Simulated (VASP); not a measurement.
The system is K.

```xyz
1
Lattice="-2.6125 2.6125 2.6125 2.6125 -2.6125 2.6125 2.6125 2.6125 -2.6125" Properties=species:S:1:pos:R:3 pbc="T T T"
K     0.0000    0.0000    0.0000
```

| Item | Value |
| --- | --- |
| Program | VASP 6.6.1 |
| Task | relaxation of cell and atoms |
| Functional | LDA |
| Potentials or basis | VASP PAW LDA potentials, release 64 (K_sv) |
| Cutoff | 600 eV |
| k mesh | 13 × 13 × 13 |
| Occupations | fermi-dirac, width 0.1 eV |
| Spin | no spin polarisation |

At the start: pressure -0.4 GPa; volume 71.32 Å³/atom.

Question: How do energy, volume and symmetry change on relaxing?

Answer: Over 3 steps the energy falls by 9.3 meV/atom and the volume is 64.47 Å³/atom (-9.6 %); space group Im-3m (No. 229, to 0.1 Å) before and after.

Step by step:
```csv
step,energy change (eV),largest force (eV/Å),pressure (GPa),volume (Å³)
1,0.0000,0.0000,-0.39,71.32
2,-0.0038,0.0000,-0.31,69.57
3,-0.0093,0.0000,-0.02,64.47
```

Final structure:
```
K
1.0
    -2.52601    2.52601    2.52601
     2.52601   -2.52601    2.52601
     2.52601    2.52601   -2.52601
K
1
Cartesian
  0.0000 0.0000 0.0000
```
